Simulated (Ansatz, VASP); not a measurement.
Mg3Zr: VASP beside Ansatz

File INCAR:

```
PREC = Accurate
ENCUT = 520
EDIFF = 1E-6
ISMEAR = -1
SIGMA = 0.15
LREAL = F
LASPH = T
NELM = 100
ALGO = Normal
ISIF = 2
LWAVE = F
LCHARG = F
NBANDS = 17
```

File KPOINTS:

```
regular mesh
0
Gamma
  5 5 5
```

Contents of POSCAR:

```
Mg3Zr
1.0
    4.3617853724      0.0000000000      0.0000000000
    0.0000000000      4.3617853724      0.0000000000
    0.0000000000      0.0000000000      4.3617853724
Mg Zr
3 1
Direct
    0.5000000000      0.5000000000      0.0000000000
    0.5000000000      0.0000000000      0.5000000000
    0.0000000000      0.5000000000      0.5000000000
    0.0000000000      0.0000000000      0.0000000000
```

Input for Ansatz:

```yaml
crystal:
  lattice:
    - [4.361785372397006, 0.0, 0.0]
    - [0.0, 4.361785372397006, 0.0]
    - [0.0, 0.0, 4.361785372397006]
  atoms:
    - { symbol: Mg, position: [0.5, 0.5, 0.0] }
    - { symbol: Mg, position: [0.5, 0.0, 0.5] }
    - { symbol: Mg, position: [0.0, 0.5, 0.5] }
    - { symbol: Zr, position: [0.0, 0.0, 0.0] }
basis:
  ecutwfc: 470.0
kpoints:
  mp_grid:
    grid: [5, 5, 5]
hamiltonian:
  xc: lda
scf:
  convergence:
    dr2_threshold: 1.0e-05
  lower_state_search: light
  occupations:
    method: fermi_dirac
    width: 0.15
output:
  stress: true
```

Alike in both runs: task single point; functional LDA; k mesh 5 × 5 × 5; occupations fermi-dirac, width 0.15 eV; no spin polarisation.

|  | VASP | Ansatz |
| --- | --- | --- |
| version | VASP 6.6.1 | Ansatz 0.2.0 |
| potentials or method | VASP PAW LDA potentials, release 64 (Mg, Zr_sv), cutoff 520 eV | plane waves, PAW |
| valence electrons in the cell | 18 | 42 |

|  | VASP | Ansatz | Ansatz less VASP |
| --- | --- | --- | --- |
| pressure (GPa) | 0.1 | 0.3 | +0.27 |

LDA's correlation is that of Perdew and Zunger in VASP and of Perdew and Wang (1992) in Ansatz. VASP's potentials hold 18 valence electrons a cell and Ansatz's 42, so a difference there can come from the potentials and not from the codes. Ansatz's warnings: stress scf threshold loose.
